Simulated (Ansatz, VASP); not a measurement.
Two plane-wave programs on HfSiO4

```
Hf Si O
1.0
    -3.28918    3.28918    2.97685
     3.28918   -3.28918    2.97685
     3.28918    3.28918   -2.97685
Hf Si O
2 2 8
Direct
  0.75000 0.25000 0.50000
  0.00000 0.00000 0.00000
  0.25000 0.75000 0.50000
  0.50000 0.50000 0.00000
  0.13474 0.31893 0.81581
  0.06893 0.75313 0.68419
  0.50313 0.31893 0.18419
  0.06893 0.38474 0.31581
  0.61526 0.93107 0.68419
  0.68107 0.86526 0.18419
  0.24687 0.93107 0.31581
  0.68107 0.49687 0.81581
```

Alike in both runs: task single point; functional PBE; k mesh 6 × 6 × 6; no spin polarisation.

|  | VASP | Ansatz |
| --- | --- | --- |
| version | VASP 6.6.1 | Ansatz 0.2.0 |
| potentials or method | VASP PAW PBE potentials, release 64 (Hf_pv, Si, O) | plane waves, PAW |
| plane-wave cutoff (eV) | 520 | 420 |
| occupations | gaussian, width 0.01 eV | fixed |
| valence electrons in the cell | 76 | 108 |

```csv
,VASP,Ansatz,Ansatz less VASP
gap on the k mesh at the Fermi level (eV),5.42,5.48,+0.055
pressure (GPa),5.8,7.5,+1.70
"traceless stress, the component that is largest in VASP (GPa)",1.13,0.89,-0.235
rms of the force components (eV/Å),0.211,0.123,-0.0877
```

Atom by atom the forces differ by 0.092 eV/Å (rms over components). VASP's potentials hold 76 valence electrons a cell and Ansatz's 108, so a difference there can come from the potentials and not from the codes.

Spin-orbit coupling is off throughout.
